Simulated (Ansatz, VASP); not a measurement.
One calculation of InSb, two programs

File POSCAR:

```
InSb
1.0
    0.0000000000      3.2599290560      3.2599290560
    3.2599290560      0.0000000000      3.2599290560
    3.2599290560      3.2599290560      0.0000000000
In Sb
1 1
Direct
    0.0000000000      0.0000000000      0.0000000000
    0.2500000000      0.2500000000      0.2500000000
```

The input INCAR.step1:

```
PREC = Accurate ; ENCUT = 400
EDIFF = 1E-5 ; ISMEAR = 0
SIGMA = 0.1 ; LREAL = False
LASPH = True ; NELM = 120
ALGO = Normal ; ISIF = 2
LWAVE = True ; NBANDS = 21
GGA = PE ; GGA_COMPAT = False
```

INCAR.step2

```
PREC = Accurate ; ENCUT = 400
EDIFF = 1E-6 ; ISMEAR = 0
SIGMA = 0.1 ; LREAL = False
LASPH = True ; NELM = 120
ALGO = Normal ; ISIF = 2
LWAVE = False ; LCHARG = True
GGA = PE ; LHFCALC = True
AEXX = 0.25 ; PRECFOCK = Normal
LELF = True ; LVHAR = True
NBANDS = 21 ; ISTART = 1
GGA_COMPAT = False
```

The input KPOINTS:

```
regular mesh
0
Gamma
  4 4 4
```

Input for Ansatz:

```yaml
crystal:
  lattice:
    - [0.0, 3.259929056, 3.259929056]
    - [3.259929056, 0.0, 3.259929056]
    - [3.259929056, 3.259929056, 0.0]
  atoms:
    - { symbol: In, position: [0.0, 0.0, 0.0] }
    - { symbol: Sb, position: [0.25, 0.25, 0.25] }
basis:
  ecutwfc: 420
kpoints:
  mp_grid: { grid: [4, 4, 4] }
  band_path:
    path:
      - [0.0, 0.0, 0.0]
      - [-0.5, -0.5, 0.0]
      - [-0.375, -0.375, 0.25]
      - [-0.375, 0.0, 0.375]
      - [0.0, 0.0, 0.5]
      - [-0.5, -0.25, 0.25]
    npoints: 1
hamiltonian:
  xc: pbe0
scf:
  occupations: { method: gaussian, width: 0.1 }
  n_extra_bands: 4
output:
  eigenvalues: true
  write_density: true
  write_potential: true
  elf: true
  volumetric_format: npy
```

Alike in both runs: task single point; functional PBE0; k mesh 4 × 4 × 4; occupations gaussian, width 0.1 eV; no spin polarisation.

```csv
,VASP,Ansatz
version,VASP 6.6.1,Ansatz 0.2.0
potentials or method,"VASP PAW PBE potentials, release 64 (In_d, Sb_d_GW), cutoff 400 eV","scalar-relativistic, plane waves, PAW"
valence electrons in the cell,28,28
```

```tsv
	VASP	Ansatz	Ansatz less VASP
gap on the k mesh at the Fermi level (eV)	1.08	1.03	-0.050
least direct gap on the mesh (eV)	1.08	1.03	-0.050
```

Neither program's run includes spin-orbit coupling.
